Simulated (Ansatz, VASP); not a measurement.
# One calculation of NaI, two programs

```
Na I
1.0
     0.00000    3.25486    3.25486
     3.25486    0.00000    3.25486
     3.25486    3.25486    0.00000
Na I
1 1
Direct
  0.00000 0.00000 0.00000
  0.50000 0.50000 0.50000
```

Alike in both runs: functional r2SCAN; k mesh 8 × 8 × 8; occupations fermi-dirac, width 0.02 eV; no spin polarisation.

Ansatz relaxed the structure, and its values are those at the end. VASP's run is a single point on that final structure, the one shown.

```csv
,VASP,Ansatz
version,VASP 6.6.1,Ansatz 0.2.0
potentials or method,"VASP PAW PBE potentials, release 64 (Na_pv, I), cutoff 520 eV",PAW plane waves
valence electrons in the cell,14,26
```

VASP gave:

```
gap on the k mesh at the Fermi level (eV) : 4.39
pressure (GPa)                            : -0.4
```

**Question.** What did Ansatz give for the same quantities?

**Answer.** gap on the k mesh at the Fermi level (eV): 4.38; pressure (GPa): -0.4.

VASP's potentials were made for PBE, not for r2SCAN. The functional is the same, so the differences come from potentials, cutoffs and numerics. VASP's potentials hold 14 valence electrons a cell and Ansatz's 26, so a difference there can come from the potentials and not from the codes. Ansatz's warnings: stress scf threshold loose.

Spin-orbit coupling is off throughout.
